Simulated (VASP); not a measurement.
Write the native input for VASP 6.6.1 that does the following.

| Property | Result |
| --- | --- |
| Task | single point |
| Functional | PBE |
| Potentials or basis | VASP PAW PBE potentials, release 64 (Sr_sv, Cl) |
| Cutoff | 520 eV |
| k mesh | 6 × 6 × 6 |
| Occupations | gaussian, width 0.05 eV |
| Spin | no spin polarisation |
| Dipole correction | no |
| Further INCAR settings | ALGO = Normal; EDIFF = 1e-06; NBANDS = 19 |

The structure of SrCl2 lies in POSCAR:

```
SrCl2
1.0
    0.0000000000      3.5735769494      3.6314688960
    3.5735769494      0.0000000000      3.6314688960
    3.5735769494      3.5735769494      0.0000000000
Sr Cl
1 2
Direct
    0.0000000000      0.0000000000      0.0000000000
    0.2500000000      0.2500000000      0.2500000000
    0.7500000000      0.7500000000      0.7500000000
```

This cell differs from its parent crystal: volume 30.917 Å^3 an atom, c/a of the conventional cell 1.0162.

One way to write it, as run:

INCAR

```
SYSTEM = SrCl2
  PREC = Accurate
  ENCUT = 520
  EDIFF = 1E-6
  ISMEAR = 0
  SIGMA = 0.05
  LREAL = .FALSE.
  LASPH = .TRUE.
  NELM = 100
  ALGO = Normal
  ISIF = 2
  LWAVE = .FALSE.
  LCHARG = .FALSE.
  GGA = PE
  NBANDS = 19
```

KPOINTS

```
regular mesh
0
G
  6 6 6
  0 0 0
```

Potentials or basis: VASP PAW PBE potentials, release 64 (Sr_sv, Cl).

The run is started by

```bash
$ cat potpaw_PBE.64/Sr_sv/POTCAR potpaw_PBE.64/Cl/POTCAR > POTCAR
$ mpirun -np 1 vasp_std > vasp.out
```

Results of the run:

The pressure is -1.7 GPa. The band gap on the k mesh is 4.97 eV, indirect (least direct gap 5.26 eV).

Wall time 28 s on 1 thread of Intel(R) Xeon(R) 6975P-C (Granite Rapids), with other jobs on the host, peak memory 0.25 GiB.
